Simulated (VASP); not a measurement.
# ZnO (Fm-3m) in VASP: a series of runs

Aim: see how the results for ZnO move with the level of theory and the settings. Levels: PBE, LDA. Tasks: single point.

All numbers are computed with VASP 6.6.1; they aren't measurements. Logs are shortened: lines on timing, memory, paths and dates and some standing lists are left out, and cuts for length are marked.

## Step 1: The cell of the first run

It takes space group Fm-3m (No. 225, cubic). The conventional cell has a = 4.268 Å, b = 4.268 Å, c = 4.268 Å, α = 90.00°, β = 90.00°, γ = 90.00°. Zn (site symmetry m-3m) has 6 O at 2.13 Å within 2.8 Å. Within 2.8 Å of O (site symmetry m-3m) lie 6 Zn at 2.13 Å.

## Step 2: Single point, PBE

File INCAR:

```
  ALGO = Normal
  EDIFF = 1E-6
  ENCUT = 910
  GGA = PE
  GGA_COMPAT = False
  ISIF = 2
  ISMEAR = -1
  LASPH = True
  LCHARG = False
  LREAL = False
  LWAVE = False
  NBANDS = 16
  NELM = 120
  PREC = Accurate
  SIGMA = 0.02
```

File KPOINTS:

```
k-points
0
Gamma
  10 10 10
```

File POSCAR:

```
ZnO
1.0
    0.0000000000      2.1337703972      2.1337703972
    2.1337703972      0.0000000000      2.1337703972
    2.1337703972      2.1337703972      0.0000000000
Zn O
1 1
Direct
    0.0000000000      0.0000000000      0.0000000000
    0.5000000000      0.5000000000      0.5000000000
```

Potentials or basis: VASP PAW PBE potentials, release 64 (Zn, O_h).

Command:

```
$ cat potpaw_PBE.64/Zn/POTCAR potpaw_PBE.64/O_h/POTCAR > POTCAR
$ mpirun -np 1 vasp_std > vasp.out
```

OUTCAR:

```text
EDIFF = 1E-6
   ENCUT = 910
   GGA = PE
   ISIF = 2
   ISMEAR = -1
   LASPH = True
   LREAL = False
   NELM = 120
   PREC = Accurate

 ion  position               nearest neighbor table
   1  0.000  0.000  0.000-   2 2.13   2 2.13   2 2.13   2 2.13   2 2.13   2 2.13
   2  0.500  0.500  0.500-   1 2.13   1 2.13   1 2.13   1 2.13   1 2.13   1 2.13

  LATTYP: Found a face centered cubic cell.
 ALAT       =     4.2675407944

  Lattice vectors:

 A1 = (   0.0000000000,   2.1337703972,   2.1337703972)
 A2 = (   2.1337703972,   0.0000000000,   2.1337703972)
 A3 = (   2.1337703972,   2.1337703972,   0.0000000000)

Analysis of symmetry for initial positions (statically):
=====================================================================
 Subroutine PRICEL returns:
 Original cell was already a primitive cell.

 Routine SETGRP: Setting up the symmetry group for a
 face centered cubic supercell.

 Subroutine GETGRP returns: Found 48 space group operations
 (whereof 48 operations were pure point group operations)
 out of a pool of 48 trial point group operations.

The static configuration has the point symmetry O_h .

Analysis of symmetry for dynamics (positions and initial velocities):
=====================================================================
 Subroutine PRICEL returns:
 Original cell was already a primitive cell.

 Routine SETGRP: Setting up the symmetry group for a
 face centered cubic supercell.

 Subroutine GETGRP returns: Found 48 space group operations
 (whereof 48 operations were pure point group operations)
 out of a pool of 48 trial point group operations.

The dynamic configuration has the point symmetry O_h .

 Subroutine INISYM returns: Found 48 space group operations
 (whereof 48 operations are pure point group operations),
 and found     1 'primitive' translations

----------------------------------------------------------------------------------------

                                     Primitive cell

  volume of cell :      19.4300

  direct lattice vectors                    reciprocal lattice vectors
     0.000000000  2.133770397  2.133770397    -0.234326993  0.234326993  0.234326993
     2.133770397  0.000000000  2.133770397     0.234326993 -0.234326993  0.234326993
     2.133770397  2.133770397  0.000000000     0.234326993  0.234326993 -0.234326993

  length of vectors
     3.017607035  3.017607035  3.017607035     0.405866257  0.405866257  0.405866257

  position of ions in fractional coordinates (direct lattice)
     0.000000000  0.000000000  0.000000000
     0.500000000  0.500000000  0.500000000

  ion indices of the primitive-cell ions
   primitive index   ion index
                 1           1
                 2           2

----------------------------------------------------------------------------------------

 KPOINTS: k-points

Automatic generation of k-mesh.
 Grid dimensions read from file:
 generate k-points for:   10   10   10

 Generating k-lattice:

  Cartesian coordinates                     Fractional coordinates (reciprocal lattice)
    -0.023432699  0.023432699  0.023432699     0.100000000  0.000000000  0.000000000
     0.023432699 -0.023432699  0.023432699     0.000000000  0.100000000  0.000000000
     0.023432699  0.023432699 -0.023432699     0.000000000  0.000000000  0.100000000

  Length of vectors
     0.040586626  0.040586626  0.040586626

  Shift w.r.t. Gamma in fractional coordinates (k-lattice)
     0.000000000  0.000000000  0.000000000

 Subroutine IBZKPT returns following result:
 ===========================================

 Found     47 irreducible k-points:

 Following reciprocal coordinates:
            Coordinates               Weight
  0.000000  0.000000  0.000000      1.000000
  0.100000  0.000000  0.000000      8.000000
  0.200000  0.000000  0.000000      8.000000
  0.300000  0.000000  0.000000      8.000000
  0.400000  0.000000  0.000000      8.000000
  0.500000  0.000000  0.000000      4.000000
[... 16 lines left out ...]
  0.300000  0.300000  0.000000      6.000000
  0.400000  0.300000  0.000000     24.000000
 [... further k-points ...]
   k-points           NKPTS =     47   k-points in BZ     NKDIM =     47   number of bands    NBANDS=     16
   number of dos      NEDOS =    301   number of ions     NIONS =      2
   total plane-waves  NPLWV =  27000
   dimension x,y,z NGX =    30 NGY =   30 NGZ =   30
   dimension x,y,z NGXF=    60 NGYF=   60 NGZF=   60
   ions per type =               1   1
   NGX,Y,Z   is equivalent  to a cutoff of  16.53, 16.53, 16.53 a.u.
   NGXF,Y,Z  is equivalent  to a cutoff of  33.06, 33.06, 33.06 a.u.
 SYSTEM =  unknown system
   PREC   = accura    normal or accurate (medium, high low for compatibility)
   ISTART =      0    job   : 0-new  1-cont  2-samecut
   ICHARG =      2    charge: 1-file 2-atom 10-const
   ISPIN  =      1    spin polarized calculation?
   LNONCOLLINEAR =      F non collinear calculations
   LSORBIT =      F    spin-orbit coupling
   LASPH  =      T    aspherical Exc in radial PAW
   ENCUT  =  910.0 eV  66.88 Ry    8.18 a.u.   7.42  7.42  7.42*2*pi/ulx,y,z
   NELM   =    120;   NELMIN=  2; NELMDL= -5     # of ELM steps
   EDIFF  = 0.1E-05   stopping-criterion for ELM
   LREAL  =      F    real-space projection
   EDIFFG = 0.1E-04   stopping-criterion for IOM
   NSW    =      0    number of steps for IOM
   IBRION =     -1    ionic relax: 0-MD 1-quasi-New 2-CG
   NFREE  =      0    steps in history (QN), initial steepest desc. (CG)
   ISIF   =      2    stress and relaxation
   ISYM   =      2    0-nonsym 1-usesym 2-fastsym
   POTIM  = 0.5000    time-step for ionic-motion
   TEBEG  =    0.0;   TEEND  =   0.0 temperature during run
   PSTRESS=    0.0 pullay stress
   NELECT =      18.0000    total number of electrons
   NUPDOWN=      -1.0000    fix difference up-down
   EMIN   =  10.00;   EMAX   =-10.00  energy-range for DOS
   EFERMI =   0.00;   METHOD = LEGACY
   ISMEAR =    -1;   SIGMA  =   0.02  broadening in eV -4-tet -1-fermi 0-gaus
   EFERMI_NEDOS =   21; number of points for ismear=-14 and -15
   IALGO  =     38    algorithm
   IMIX   =      4    mixing-type and parameters
     AMIX     =   0.40;   BMIX     =  1.00
     AMIX_MAG =   1.60;   BMIX_MAG =  1.00
  volume/ion in A,a.u.               =       9.72        65.56
  Fermi-wavevector in a.u.,A,eV,Ry     =   1.595908  3.015830 34.653003  2.546924
  Thomas-Fermi vector in A             =   2.693754
   LORBIT       =      0    0 simple, 1 ext, 2 COOP (PROOUT), +10 PAW based schemes
   GGA     = PE    functional components
   LHFCALC =     F    Hartree Fock is set to
   AEXX    =    0.0000 exact exchange contribution
   IVDW    =     0    specifies the selected vdW correction
   LEPSILON=     F    determine dielectric tensor
   LRPA    =     F    only Hartree local field effects (RPA)
 non-spin polarized calculation
  energy-cutoff  :      910.00
  volume of cell :       19.43
 maximum number of plane-waves:      1243
 NGX is ok and might be reduce to    30
   NGX = 15   NGY = 15   NGZ = 15

 number of electron      18.0000004 magnetization

 Free energy of the ion-electron system (eV)
  ---------------------------------------------------
  ext. energy  EPLUGINS =         0.00000000
  ---------------------------------------------------
  free energy    TOTEN  =        -8.61165646 eV

  energy without entropy =       -8.61165646  energy(sigma->0) =       -8.61165646

 E-fermi :   3.7069     XC(G=0): -12.3479

 val. band max:        3.2208172514   @ k =   0.5000   0.0000   0.0000
 cond. band min:       4.1386079606   @ k =   0.0000   0.0000   0.0000
 fundamental gap:      0.9177907093
 Fermi energy:         3.7068888729

 k-point     1 :       0.0000    0.0000    0.0000
  band No.  band energies     occupation
      1     -15.4554      2.00000
      2      -1.6523      2.00000
      3      -1.6523      2.00000
      4      -1.6523      2.00000
      5      -1.4330      2.00000
      6      -1.4330      2.00000
[... 8 lines left out ...]
     15      22.7447      0.00000
     16      22.7447      0.00000

 k-point     2 :       0.1000    0.0000    0.0000
  band No.  band energies     occupation
      1     -15.3433      2.00000
      2      -1.7362      2.00000
      3      -1.6698      2.00000
      4      -1.6698      2.00000
      5      -1.5257      2.00000
      6      -1.5257      2.00000
[... 8 lines left out ...]
     15      22.8504      0.00000
     16      22.8504      0.00000

 k-point     3 :       0.2000    0.0000    0.0000
  band No.  band energies     occupation
      1     -15.0332      2.00000
      2      -2.1583      2.00000
      3      -1.9523      2.00000
      4      -1.9523      2.00000
      5      -1.4786      2.00000
      6      -1.4786      2.00000
[... 8 lines left out ...]
     15      23.6602      0.00000
     16      23.6602      0.00000

 k-point     4 :       0.3000    0.0000    0.0000
  band No.  band energies     occupation
      1     -14.6100      2.00000
      2      -3.0557      2.00000
      3      -2.2929      2.00000
      4      -2.2929      2.00000
      5      -1.3595      2.00000
      6      -1.3595      2.00000
[... 8 lines left out ...]
     15      25.0766      0.00000
     16      25.0766      0.00000
[... 324 lines left out ...]
 k-point    22 :      -0.2000    0.2000    0.0000
  band No.  band energies     occupation
      1     -14.4987      2.00000
      2      -3.0557      2.00000
      3      -2.3859      2.00000
      4      -2.1259      2.00000
      5      -1.4399      2.00000
      6      -1.2203      2.00000
[... 8 lines left out ...]
     15      25.2516      0.00000
     16      26.3404      0.00000

 k-point    23 :       0.3000    0.3000    0.0000
  band No.  band energies     occupation
      1     -14.4473      2.00000
      2      -3.0070      2.00000
      3      -1.9392      2.00000
      4      -1.4918      2.00000
      5      -1.4918      2.00000
      6      -1.2981      2.00000
[... 8 lines left out ...]
     15      30.4543      0.00000
     16      31.7160      0.00000

 k-point    24 :       0.4000    0.3000    0.0000
  band No.  band energies     occupation
      1     -14.2070      2.00000
      2      -3.0196      2.00000
      3      -2.0708      2.00000
      4      -1.6238      2.00000
      5      -1.4030      2.00000
      6      -1.1933      2.00000
[... 8 lines left out ...]
     15      30.8333      0.00000
     16      31.2982      0.00000

 [... further k-points ...]

------------------------ aborting loop because EDIFF is reached ----------------------------------------

  FORCE on cell =-STRESS in cart. coord.  units (eV):
  Direction    XX          YY          ZZ          XY          YZ          ZX
  --------------------------------------------------------------------------------------
  -------------------------------------------------------------------------------------
  Total        1.0705548      1.0705548      1.0705548     -0.0000000     -0.0000000     -0.0000000
  in kB       88.2767701     88.2767701     88.2767701     -0.0000000     -0.0000000     -0.0000000
  external PRESSURE =      88.2767701 kB  Pullay stress =       0.0000000 kB

 VOLUME and BASIS-vectors are now :
 -----------------------------------------------------------------------------
  energy-cutoff  :      910.00
  volume of cell :       19.43
      direct lattice vectors                 reciprocal lattice vectors
     0.000000000  2.133770397  2.133770397    -0.234326993  0.234326993  0.234326993
     2.133770397  0.000000000  2.133770397     0.234326993 -0.234326993  0.234326993
     2.133770397  2.133770397  0.000000000     0.234326993  0.234326993 -0.234326993

 POSITION                                       TOTAL-FORCE (eV/Angst)
 -----------------------------------------------------------------------------------
      0.00000      0.00000      0.00000        -0.000000     -0.000000     -0.000000
      2.13377      2.13377      2.13377         0.000000      0.000000      0.000000
 -----------------------------------------------------------------------------------
    total drift:                                0.000000      0.000000      0.000000

  FREE ENERGIE OF THE ION-ELECTRON SYSTEM (eV)
  ---------------------------------------------------
  free  energy   TOTEN  =        -8.6116564625 eV

  energy  without entropy=       -8.6116564625  energy(sigma->0) =       -8.61165646
```

It used 41 s of CPU time on 1 thread of AMD EPYC 7R13 Processor (Zen 3) (shared host).

What came out:

* Free energy: -8.6117 eV
* Pressure: 8.8 GPa
* Band gap on the k mesh: 0.92 eV, indirect (least direct gap 2.32 eV)

Caveat: the cutoff is under 1.25 times the usual one of these potentials, so pressure, stress and relaxed cells hold a basis-set (Pulay) error. A k mesh can miss the band edges.

## Step 3: Single point, LDA

File INCAR:

```
SYSTEM = ZnO
ALGO = Normal ; EDIFF = 1E-6
ENCUT = 910 ; GGA = CA
GGA_COMPAT = .False. ; ISIF = 2
ISMEAR = 0 ; LASPH = .True.
LCHARG = .False. ; LREAL = .False.
LWAVE = .False. ; NBANDS = 16
NELM = 120 ; PREC = Accurate
SIGMA = 0.01
```

File KPOINTS:

```
k-points
0
Gamma
  10 10 10
  0 0 0
```

POSCAR is that of step 2.

Potentials or basis: VASP PAW LDA potentials, release 64 (Zn, O_h).

Command:

```
$ cat potpaw_LDA.64/Zn/POTCAR potpaw_LDA.64/O_h/POTCAR > POTCAR
$ mpirun -np 1 vasp_std > vasp.out
```

Wall time 17 s (1 thread of AMD EPYC 9R45 (Zen 5), shared host); peak memory 0.14 GiB.

It converged, with:

| Item | Value |
| --- | --- |
| Free energy | -10.3598 eV |
| Pressure | -6.4 GPa |
| Band gap on the k mesh | 0.92 eV, indirect (least direct gap 2.31 eV) |

Levels at points of the mesh, in eV from the valence-band top:
```tsv
k point	band 5	band 6	band 7	band 8	band 9	band 10	band 11	band 12	band 13	band 14
(0.00, 0.00, 0.00)	-4.76	-4.76	-1.40	-1.40	-1.40	0.92	17.89	17.89	17.89	18.21
(0.50, 0.00, 0.00)	-4.54	-4.54	-3.70	0.00	0.00	5.34	9.02	12.61	12.61	19.22
(0.50, 0.50, 0.00)	-4.42	-4.42	-4.07	-2.87	-2.87	4.05	10.59	11.17	15.26	15.26
```

Caveat: the cutoff is under 1.25 times the usual one of these potentials, so pressure, stress and relaxed cells hold a basis-set (Pulay) error.
